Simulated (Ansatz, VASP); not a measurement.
# SiC: VASP beside Ansatz

```
Si C
1.0
     0.01742    2.17369    2.17369
     2.17369    0.01742    2.17369
     2.17369    2.17369    0.01742
Si C
1 1
Direct
  0.00038 0.00038 0.00038
  0.24962 0.24962 0.24962
```

Change from the starting cell: epitaxial_111 strain -1.0%.

Alike in both runs: task single point; functional r2SCAN; k mesh 10 × 10 × 10; no spin polarisation.

```csv
,VASP,Ansatz
version,VASP 6.6.1,Ansatz 0.2.0
potentials or method,"VASP PAW PBE potentials, release 64 (Si, C)","plane waves, PAW"
plane-wave cutoff (eV),520,500
occupations,"gaussian, width 0.01 eV",fixed
valence electrons in the cell,8,8
```

```tsv
	VASP	Ansatz	Ansatz less VASP
gap on the k mesh at the Fermi level (eV)	1.67	1.66	-0.011
pressure (GPa)	4.1	4.3	+0.19
traceless stress, the component that is largest in VASP (GPa)	-2.18	-2.17	+0.012
```

VASP's potentials were made for PBE, not for r2SCAN.
